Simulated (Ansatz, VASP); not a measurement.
**Si: VASP beside Ansatz**

```
CELL_PARAMETERS angstrom
0.00000 2.65990 4.64324
2.42227 0.00000 4.64324
2.42227 2.65990 0.00000
ATOMIC_POSITIONS crystal
Si 0.72739 0.27261 0.72739
Si 0.27261 0.72739 0.27261
Si 0.77977 0.77977 0.22023
Si 0.22023 0.22023 0.77977
```

Alike in both runs: task single point; functional r2SCAN; k mesh 8 × 8 × 8; no spin polarisation.

```csv
,VASP,Ansatz
version,VASP 6.6.1,Ansatz 0.2.0
potentials or method,"VASP PAW PBE potentials, release 64 (Si), cutoff 520 eV","plane waves, PAW"
occupations,"methfessel-paxton of order 1, width 0.1 eV","cold, width 0.1 eV"
valence electrons in the cell,16,16
```

|  | VASP | Ansatz | Ansatz less VASP |
| --- | --- | --- | --- |
| pressure (GPa) | 2.5 | 2.6 | +0.11 |
| traceless stress, the component that is largest in VASP (GPa) | -0.88 | -0.90 | -0.021 |
| rms of the force components (eV/Å) | 0.038 | 0.045 | +0.0070 |

VASP's potentials were made for PBE, not for r2SCAN. Atom by atom the forces differ by 0.008 eV/Å (rms over components).
